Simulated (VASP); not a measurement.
# Ti2In (P6/mmm) in VASP: notebook

Runs on Ti2In. Level: PBE. Tasks: relaxation of cell and atoms, single point.

Program: VASP 6.6.1. These are calculated values, not measurements. Logs are shortened: lines on timing, memory, paths and dates and some standing lists are left out, and cuts for length are marked.

**1. The cell of the first run**

The structure is hexagonal, space group P6/mmm (No. 191). Conventional cell: a = 5.019 Å, b = 5.019 Å, c = 2.766 Å, α = 90.00°, β = 90.00°, γ = 120.00°. Within 3.6 Å of Ti (site symmetry -6m2) lie 5 Ti at 2.77 to 2.90 Å and 3 In at 2.90 Å. In (site symmetry 6/mmm) has 2 In at 2.77 Å and 6 Ti at 2.90 Å within 3.6 Å.

**2. Relaxation of cell and atoms, PBE**

File INCAR:

```
SYSTEM = Ti2In
PREC = Accurate ; ENCUT = 600
EDIFF = 1E-6 ; ISMEAR = 0
SIGMA = 0.1 ; LREAL = .FALSE.
LASPH = .TRUE. ; NELM = 100
ALGO = Fast ; ISIF = 3
LWAVE = .FALSE. ; LCHARG = .FALSE.
GGA = PE ; IBRION = 2
NSW = 100 ; EDIFFG = -0.01
```

File KPOINTS:

```
Automatic mesh
0
G
  12 12 16
  0 0 0
```

File POSCAR:

```
Ti2In
1.0
    5.0189953410      0.0000000000      0.0000000000
   -2.5094976705      4.3465774667      0.0000000000
    0.0000000000      0.0000000000      2.7664581460
Ti In
2 1
Direct
    0.3333333333      0.6666666667      0.5000000000
    0.6666666667      0.3333333333      0.5000000000
    0.0000000000      0.0000000000      0.5000000000
```

Potentials or basis: VASP PAW PBE potentials, release 64 (Ti_sv, In_d).

Command:

```sh
cat potpaw_PBE.64/Ti_sv/POTCAR potpaw_PBE.64/In_d/POTCAR > POTCAR
mpirun -np 1 vasp_std > vasp.out
```

OUTCAR:

```text
SYSTEM = Ti2In
   PREC = Accurate
   ENCUT = 600
   EDIFF = 1E-6
   ISMEAR = 0
   LREAL = .FALSE.
   LASPH = .TRUE.
   NELM = 100
   ISIF = 3
   GGA = PE
   IBRION = 2
   NSW = 100
   EDIFFG = -0.01

 ion  position               nearest neighbor table
   1  0.333  0.667  0.500-   2 2.90   3 2.90   2 2.90   3 2.90   3 2.90   2 2.90
   2  0.667  0.333  0.500-   1 2.90   3 2.90   1 2.90   3 2.90   3 2.90   1 2.90
   3  0.000  0.000  0.500-   1 2.90   2 2.90   1 2.90   2 2.90   2 2.90   1 2.90

  LATTYP: Found a hexagonal cell.
 ALAT       =     5.0189953410
 C/A-ratio  =     0.5511975920

  Lattice vectors:

 A1 = (   5.0189953410,   0.0000000000,   0.0000000000)
 A2 = (  -2.5094976705,   4.3465774667,   0.0000000000)
 A3 = (   0.0000000000,   0.0000000000,   2.7664581460)

Analysis of symmetry for initial positions (statically):
=====================================================================
 Subroutine PRICEL returns:
 Original cell was already a primitive cell.

 Routine SETGRP: Setting up the symmetry group for a
 hexagonal supercell.

 Subroutine GETGRP returns: Found 24 space group operations
 (whereof 24 operations were pure point group operations)
 out of a pool of 24 trial point group operations.

The static configuration has the point symmetry D_6h.

Analysis of symmetry for dynamics (positions and initial velocities):
=====================================================================
 Subroutine PRICEL returns:
 Original cell was already a primitive cell.

 Routine SETGRP: Setting up the symmetry group for a
 hexagonal supercell.

 Subroutine GETGRP returns: Found 24 space group operations
 (whereof 24 operations were pure point group operations)
 out of a pool of 24 trial point group operations.

The dynamic configuration has the point symmetry D_6h.

 Subroutine INISYM returns: Found 24 space group operations
 (whereof 24 operations are pure point group operations),
 and found     1 'primitive' translations

----------------------------------------------------------------------------------------

                                     Primitive cell

  volume of cell :      60.3515

  direct lattice vectors                    reciprocal lattice vectors
     5.018995341  0.000000000  0.000000000     0.199243062  0.115033035  0.000000000
    -2.509497671  4.346577467  0.000000000     0.000000000  0.230066071  0.000000000
     0.000000000  0.000000000  2.766458146     0.000000000  0.000000000  0.361473027

  length of vectors
     5.018995341  5.018995341  2.766458146     0.230066071  0.230066071  0.361473027

  position of ions in fractional coordinates (direct lattice)
     0.333333333  0.666666667  0.500000000
     0.666666667  0.333333333  0.500000000
     0.000000000  0.000000000  0.500000000

  ion indices of the primitive-cell ions
   primitive index   ion index
                 1           1
                 2           2
                 3           3

----------------------------------------------------------------------------------------

 KPOINTS: Automatic mesh

Automatic generation of k-mesh.
 Grid dimensions read from file:
 generate k-points for:   12   12   16

 Generating k-lattice:

  Cartesian coordinates                     Fractional coordinates (reciprocal lattice)
     0.016603589  0.009586086  0.000000000     0.083333333  0.000000000  0.000000000
     0.000000000  0.019172173  0.000000000     0.000000000  0.083333333  0.000000000
     0.000000000  0.000000000  0.022592064     0.000000000  0.000000000  0.062500000

  Length of vectors
     0.019172173  0.019172173  0.022592064

  Shift w.r.t. Gamma in fractional coordinates (k-lattice)
     0.000000000  0.000000000  0.000000000

 Subroutine IBZKPT returns following result:
 ===========================================

 Found    171 irreducible k-points:

 Following reciprocal coordinates:
            Coordinates               Weight
  0.000000  0.000000  0.000000      1.000000
  0.083333  0.000000  0.000000      6.000000
  0.166667  0.000000  0.000000      6.000000
  0.250000 -0.000000  0.000000      6.000000
  0.333333  0.000000  0.000000      6.000000
  0.416667  0.000000  0.000000      6.000000
[... 16 lines left out ...]
  0.250000 -0.000000  0.062500     12.000000
  0.333333  0.000000  0.062500     12.000000
 [... further k-points ...]
   k-points           NKPTS =    171   k-points in BZ     NKDIM =    171   number of bands    NBANDS=     22
   number of dos      NEDOS =    301   number of ions     NIONS =      3
   total plane-waves  NPLWV =  38400
   dimension x,y,z NGX =    40 NGY =   40 NGZ =   24
   dimension x,y,z NGXF=    80 NGYF=   80 NGZF=   48
   ions per type =               2   1
   NGX,Y,Z   is equivalent  to a cutoff of  13.25, 13.25, 14.42 a.u.
   NGXF,Y,Z  is equivalent  to a cutoff of  26.50, 26.50, 28.84 a.u.
 SYSTEM =  Ti2In
   PREC   = accura    normal or accurate (medium, high low for compatibility)
   ISTART =      0    job   : 0-new  1-cont  2-samecut
   ICHARG =      2    charge: 1-file 2-atom 10-const
   ISPIN  =      1    spin polarized calculation?
   LNONCOLLINEAR =      F non collinear calculations
   LSORBIT =      F    spin-orbit coupling
   LASPH  =      T    aspherical Exc in radial PAW
   ENCUT  =  600.0 eV  44.10 Ry    6.64 a.u.  10.02 10.02  5.53*2*pi/ulx,y,z
   NELM   =    100;   NELMIN=  2; NELMDL= -5     # of ELM steps
   EDIFF  = 0.1E-05   stopping-criterion for ELM
   LREAL  =      F    real-space projection
   EDIFFG = -.1E-01   stopping-criterion for IOM
   NSW    =    100    number of steps for IOM
   IBRION =      2    ionic relax: 0-MD 1-quasi-New 2-CG
   NFREE  =      1    steps in history (QN), initial steepest desc. (CG)
   ISIF   =      3    stress and relaxation
   ISYM   =      2    0-nonsym 1-usesym 2-fastsym
   POTIM  = 0.5000    time-step for ionic-motion
   TEBEG  =    0.0;   TEEND  =   0.0 temperature during run
   PSTRESS=    0.0 pullay stress
   NELECT =      37.0000    total number of electrons
   NUPDOWN=      -1.0000    fix difference up-down
   EMIN   =  10.00;   EMAX   =-10.00  energy-range for DOS
   EFERMI =   0.00;   METHOD = LEGACY
   ISMEAR =     0;   SIGMA  =   0.10  broadening in eV -4-tet -1-fermi 0-gaus
   EFERMI_NEDOS =   21; number of points for ismear=-14 and -15
   IALGO  =     68    algorithm
   IMIX   =      4    mixing-type and parameters
     AMIX     =   0.40;   BMIX     =  1.00
     AMIX_MAG =   1.60;   BMIX_MAG =  1.00
  volume/ion in A,a.u.               =      20.12       135.76
  Fermi-wavevector in a.u.,A,eV,Ry     =   1.390740  2.628118 26.315816  1.934158
  Thomas-Fermi vector in A             =   2.514646
   LORBIT       =      0    0 simple, 1 ext, 2 COOP (PROOUT), +10 PAW based schemes
   GGA     = PE    functional components
   LHFCALC =     F    Hartree Fock is set to
   AEXX    =    0.0000 exact exchange contribution
   IVDW    =     0    specifies the selected vdW correction
   LEPSILON=     F    determine dielectric tensor
   LRPA    =     F    only Hartree local field effects (RPA)
 conjugate gradient relaxation of ions
 non-spin polarized calculation
 RMM-DIIS sequential band-by-band and
 Gauss-broadening in eV      SIGMA  =   0.10
  energy-cutoff  :      600.00
  volume of cell :       60.35
 maximum number of plane-waves:      2035
   NGX = 21   NGY = 21   NGZ = 11

--------------------------------------- Ionic step        1  -------------------------------------------

 number of electron      36.9999993 magnetization

 Free energy of the ion-electron system (eV)
  ---------------------------------------------------
  ext. energy  EPLUGINS =         0.00000000
  ---------------------------------------------------
  free energy    TOTEN  =       -17.08084153 eV

  energy without entropy =      -17.05436758  energy(sigma->0) =      -17.06760455

------------------------ aborting loop EDIFF was not reached (unconverged)  ----------------------------

  FORCE on cell =-STRESS in cart. coord.  units (eV):
  Direction    XX          YY          ZZ          XY          YZ          ZX
  --------------------------------------------------------------------------------------
  -------------------------------------------------------------------------------------
  Total        0.0846689      0.0846689     -0.0612101      0.0000000      0.0000000      0.0000000
  in kB        2.2477407      2.2477407     -1.6249698      0.0000000      0.0000000      0.0000000
  external PRESSURE =       0.9568372 kB  Pullay stress =       0.0000000 kB

 VOLUME and BASIS-vectors are now :
 -----------------------------------------------------------------------------
  energy-cutoff  :      600.00
  volume of cell :       60.35
      direct lattice vectors                 reciprocal lattice vectors
     5.018995341  0.000000000  0.000000000     0.199243062  0.115033035  0.000000000
    -2.509497671  4.346577467  0.000000000     0.000000000  0.230066071  0.000000000
     0.000000000  0.000000000  2.766458146     0.000000000  0.000000000  0.361473027

 POSITION                                       TOTAL-FORCE (eV/Angst)
 -----------------------------------------------------------------------------------
     -0.00000      2.89772      1.38323         0.000000      0.000000      0.000000
      2.50950      1.44886      1.38323        -0.000000     -0.000000      0.000000
      0.00000      0.00000      1.38323         0.000000     -0.000000      0.000000
 -----------------------------------------------------------------------------------
    total drift:                               -0.000000      0.000000      0.000000
[... 104 lines left out ...]
 POSITION                                       TOTAL-FORCE (eV/Angst)
 -----------------------------------------------------------------------------------
     -0.00000      2.90096      1.38211        -0.000000      0.000000      0.000000
      2.51230      1.45048      1.38211         0.000000     -0.000000     -0.000000
      0.00000      0.00000      1.38211         0.000000     -0.000000      0.000000
 -----------------------------------------------------------------------------------
    total drift:                               -0.000000      0.000000      0.000000

  FREE ENERGIE OF THE ION-ELECTRON SYSTEM (eV)
  ---------------------------------------------------
  free  energy   TOTEN  =       -17.0811693917 eV

  energy  without entropy=      -17.0548221416  energy(sigma->0) =      -17.06799577

--------------------------------------- Ionic step        5  -------------------------------------------

 number of electron      36.9999994 magnetization

 Free energy of the ion-electron system (eV)
  ---------------------------------------------------
  ext. energy  EPLUGINS =         0.00000000
  ---------------------------------------------------
  free energy    TOTEN  =       -17.08120496 eV

  energy without entropy =      -17.05501373  energy(sigma->0) =      -17.06810934

 E-fermi :   7.8351     XC(G=0): -11.0224

 val. band max:        7.8350422699   @ k =   0.3333   0.1667   0.2500
 cond. band min:       7.8399782408   @ k =   0.1667   0.0000   0.0000
 fundamental gap:      0.0049359709
 Fermi energy:         7.8350654841

 k-point     1 :       0.0000    0.0000    0.0000
  band No.  band energies     occupation
      1     -48.8716      2.00000
      2     -48.8081      2.00000
      3     -25.2234      2.00000
      4     -25.2234      2.00000
      5     -24.9800      2.00000
      6     -24.9800      2.00000
[... 14 lines left out ...]
     21       9.7299      0.00000
     22      10.1519      0.00000
[... 552 lines left out ...]
  band No.  band energies     occupation
      1     -48.8554      2.00000
      2     -48.8189      2.00000
      3     -25.2364      2.00000
      4     -25.1813      2.00000
      5     -25.0193      2.00000
      6     -24.9615      2.00000
[... 14 lines left out ...]
     21       9.8566      0.00000
     22      10.0320      0.00000

 [... further k-points ...]

------------------------ aborting loop because EDIFF is reached ----------------------------------------

  FORCE on cell =-STRESS in cart. coord.  units (eV):
  Direction    XX          YY          ZZ          XY          YZ          ZX
  --------------------------------------------------------------------------------------
  -------------------------------------------------------------------------------------
  Total       -0.0160976     -0.0160976     -0.0054911      0.0000000      0.0000000     -0.0000000
  in kB       -0.4272615     -0.4272615     -0.1457432      0.0000000      0.0000000     -0.0000000
  external PRESSURE =      -0.3334221 kB  Pullay stress =       0.0000000 kB

 VOLUME and BASIS-vectors are now :
 -----------------------------------------------------------------------------
  energy-cutoff  :      600.00
  volume of cell :       60.36
      direct lattice vectors                 reciprocal lattice vectors
     5.024662566 -0.000000000 -0.000000000     0.199018339  0.114903292 -0.000000000
    -2.512331283  4.351485428 -0.000000000     0.000000000  0.229806584 -0.000000000
     0.000000000  0.000000000  2.760794687     0.000000000  0.000000000  0.362214548

 POSITION                                       TOTAL-FORCE (eV/Angst)
 -----------------------------------------------------------------------------------
     -0.00000      2.90099      1.38040         0.000000      0.000000      0.000000
      2.51233      1.45050      1.38040        -0.000000     -0.000000      0.000000
     -2.51233      4.35149      1.38040        -0.000000     -0.000000     -0.000000
 -----------------------------------------------------------------------------------
    total drift:                               -0.000000      0.000000      0.000000

  FREE ENERGIE OF THE ION-ELECTRON SYSTEM (eV)
  ---------------------------------------------------
  free  energy   TOTEN  =       -17.0812049565 eV

  energy  without entropy=      -17.0550137295  energy(sigma->0) =      -17.06810934

 reached required accuracy - stopping structural energy minimisation
```

Run time: 16 min. Hardware: 1 thread of Intel Xeon 6975P-C (Granite Rapids), shared host; peak memory 0.42 GiB.

What came out:

| Quantity | Value |
| --- | --- |
| Free energy | -17.0812 eV |
| Relaxed volume | 20.12 Å³/atom |
| Relaxed cell | a = 5.025 Å, b = 5.025 Å, c = 2.761 Å, α = 90.00°, β = 90.00°, γ = 120.00° |
| Space group after relaxing (to 0.05 Å) | P6/mmm (No. 191) |
| Energy gained by relaxing | 0.1 meV/atom |
| Ionic steps | 5 |
| Pressure after relaxing | 0.0 GPa |

Step by step:
```csv
step,energy change (eV),largest force (eV/Å),pressure (GPa),volume (Å³)
1,0.0000,0.0000,0.10,60.35
2,-0.0003,0.0000,-0.12,60.46
3,-0.0003,0.0000,-0.11,60.45
4,-0.0003,0.0000,-0.10,60.44
5,-0.0004,0.0000,-0.03,60.36
```

Final structure:
```
Ti In
1.0
     5.02466    0.00000    0.00000
    -2.51233    4.35149    0.00000
     0.00000    0.00000    2.76079
Ti In
2 1
Direct
  0.33333 0.66667 0.50000
  0.66667 0.33333 0.50000
  0.00000 0.00000 0.50000
```

Caveat: spin-orbit coupling is left out, which moves the levels of the heavy elements.

**3. Single point, PBE**

This run uses another cell than the first one, of 17.72 Å³/atom, 0.881 times its volume.

File INCAR:

```
SYSTEM = Ti2In
ALGO = Normal
EDIFF = 1E-6
ENCUT = 520
GGA = PE
ISIF = 2
ISMEAR = 0
LASPH = .True.
LCHARG = .False.
LREAL = .False.
LWAVE = .False.
NBANDS = 26
NELM = 60
PREC = Accurate
SIGMA = 0.1
```

File KPOINTS:

```
k-points
0
Gamma
  6 6 4
  0 0 0
```

File POSCAR:

```
Ti2In
1.0
    3.7193847200      0.0000000000      0.0000000000
   -1.8596923600      3.2210816600      0.0000000000
    0.0000000000      0.0000000000      4.4384073500
Ti In
2 1
Direct
    0.3333333300      0.6666666700      0.5000000000
    0.6666666700      0.3333333300      0.5000000000
    0.0000000000      0.0000000000      0.5000000000
```

Potentials or basis: VASP PAW PBE potentials, release 64 (Ti_sv, In_d).

Command:

```sh
cat potpaw_PBE.64/Ti_sv/POTCAR potpaw_PBE.64/In_d/POTCAR > POTCAR
mpirun -np 1 vasp_std > vasp.out
```

It took 19 s on 1 thread of AMD EPYC 9R45 (Zen 5), shared host; peak memory 0.15 GiB.

The run converged. Its results:

```
Free energy : -0.5954 eV
Pressure    : 121.9 GPa
```

Stress tensor (GPa, compression positive):
```
188.11   0.00   0.00
  0.00 188.11   0.00
  0.00   0.00 -10.49
```

Levels at points of the mesh, in eV from the Fermi level:
| k point | band 15 | band 16 | band 17 | band 18 | band 19 | band 20 | band 21 | band 22 | band 23 | band 24 |
| --- | --- | --- | --- | --- | --- | --- | --- | --- | --- | --- |
| (0.00, 0.00, 0.00) | -1.89 | -1.89 | -1.55 | -0.67 | -0.67 | 0.20 | 1.17 | 1.17 | 3.66 | 3.66 |
| (0.50, 0.00, 0.00) | -2.57 | -2.42 | -2.35 | -0.71 | -0.25 | 0.21 | 1.96 | 2.07 | 4.34 | 4.34 |
| (0.00, 0.00, 0.50) | -3.01 | -1.84 | -1.84 | -0.81 | -0.81 | 0.34 | 1.19 | 1.19 | 3.52 | 3.52 |
| (0.50, 0.00, 0.50) | -3.28 | -2.56 | -1.83 | -0.91 | 0.63 | 0.90 | 1.25 | 2.89 | 4.31 | 4.45 |

Caveat: spin-orbit coupling is left out, which moves the levels of the heavy elements.

**4. Single point, PBE**

File INCAR:

```
  PREC = Accurate
  ENCUT = 520
  EDIFF = 1E-6
  ISMEAR = 0
  SIGMA = 0.1
  LREAL = False
  LASPH = True
  NELM = 100
  ALGO = Fast
  ISIF = 2
  LWAVE = False
  LCHARG = False
  GGA = PE
  NBANDS = 26
```

File KPOINTS:

```
regular mesh
0
Gamma
  6 6 4
```

File POSCAR:

```
Ti2In
1.0
    5.0300852447      0.0000000000      0.0000000000
   -2.5150426223      4.3561816051      0.0000000000
    0.0000000000      0.0000000000      2.7491755394
Ti In
2 1
Direct
    0.3333333333      0.6666666667      0.5000000000
    0.6666666667      0.3333333333      0.5000000000
    0.0000000000      0.0000000000      0.5000000000
```

Command:

```sh
cat potpaw_PBE.64/Ti_sv/POTCAR potpaw_PBE.64/In_d/POTCAR > POTCAR
mpirun -np 1 vasp_std > vasp.out
```

It took 69 s on 1 thread of AMD EPYC 9R45 (Zen 5), shared host; peak memory 0.16 GiB.

The run converged. Its results:

| Property | Result |
| --- | --- |
| Free energy | -17.1617 eV |
| Pressure | -0.1 GPa |

Levels at points of the mesh, in eV from the Fermi level:
| k point | band 14 | band 15 | band 16 | band 17 | band 18 | band 19 | band 20 | band 21 | band 22 | band 23 |
| --- | --- | --- | --- | --- | --- | --- | --- | --- | --- | --- |
| (0.00, 0.00, 0.00) | -8.24 | -2.19 | -2.19 | -1.42 | -0.60 | 0.03 | 0.03 | 1.84 | 2.29 | 2.29 |
| (0.50, 0.00, 0.00) | -7.24 | -4.45 | -1.68 | -1.66 | -0.74 | -0.32 | -0.25 | 1.89 | 2.22 | 2.24 |
| (0.00, 0.00, 0.50) | -3.55 | -2.50 | -0.98 | -0.98 | 0.03 | 0.03 | 0.68 | 0.68 | 1.18 | 1.18 |
| (0.50, 0.00, 0.50) | -2.82 | -2.29 | -1.30 | -0.97 | -0.36 | 0.24 | 0.45 | 1.16 | 1.47 | 2.45 |

Caveat: the k points lie up to 0.57 Å⁻¹ apart; spin-orbit coupling is left out, which moves the levels of the heavy elements.

**5. The runs side by side**

| task | cell | k mesh | cutoff (eV) | gap on the mesh (eV) | pressure (GPa) |
| --- | --- | --- | --- | --- | --- |
| relaxation of cell and atoms | relaxed from a = 5.019, b = 5.019, c = 2.766 Å, angles 90.0, 90.0, 120.0°, 3 atoms | 12 × 12 × 16 | 600 | none | 0.0 |
| single point | a = 3.719, b = 3.719, c = 4.438 Å, angles 90.0, 90.0, 120.0°, 3 atoms | 6 × 6 × 4 | 520 | none | 121.9 |
| single point | a = 5.030, b = 5.030, c = 2.749 Å, angles 90.0, 90.0, 120.0°, 3 atoms | 6 × 6 × 4 | 520 | none | -0.1 |

Alike in all rows: level PBE; potentials or basis VASP PAW PBE potentials, release 64 (Ti_sv, In_d); no spin polarisation; smearing gaussian 0.1 eV.

Caveats: some runs use coarse meshes; spin-orbit coupling is left out, which moves the levels of the heavy elements.

Total energies depend on the potentials used, so only differences within one code and one set of settings carry meaning.
